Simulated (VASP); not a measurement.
## Ti: single point with r2SCAN

The system is Ti.

```
Ti
1.0
    -2.52055    2.52055    1.37501
     2.52055   -2.52055    1.37501
     2.52055    2.52055   -1.37501
Ti
2
Direct
  0.00000 0.00000 0.00000
  0.75000 0.25000 0.50000
```

| Property | Result |
| --- | --- |
| Program | VASP 6.6.1 |
| Task | single point |
| Functional | r2SCAN |
| Potentials or basis | VASP PAW PBE potentials, release 64 (Ti_sv) |
| Cutoff | 520 eV |
| k mesh | 8 × 8 × 8 |
| Occupations | gaussian, width 0.1 eV |
| Spin | no spin polarisation |
| Dipole correction | no |
| Further INCAR settings | ALGO = Normal; EDIFF = 1e-06; NBANDS = 19 |

| Quantity | Value |
| --- | --- |
| Pressure | -0.9 GPa |
| Band gap on the k mesh | zero (bands 12 and 13 overlap by 0.38 eV) |

Stress tensor (GPa, compression positive):
```
-2.29  0.00  0.00
 0.00 -2.29  0.00
 0.00  0.00  1.94
```

Levels at points of the mesh, in eV from the Fermi level:
```csv
k point,band 10,band 11,band 12,band 13,band 14,band 15
"(0.00, 0.00, 0.00)",-2.65,-0.89,-0.52,0.21,2.85,2.85
"(0.50, 0.00, 0.00)",-2.02,-1.02,-0.06,0.99,1.51,1.54
"(0.50, 0.50, 0.00)",-3.20,-0.40,-0.40,0.60,0.60,2.29
"(0.50, 0.50, 0.50)",-2.11,-0.03,-0.03,0.19,0.19,2.48
```

Run time: 89 s on 1 thread of Intel(R) Xeon(R) 6975P-C (Granite Rapids), with other jobs on the host, peak memory 0.18 GiB.

Caveat: the PAW data sets were made with another functional, which shifts forces and pressure a little.
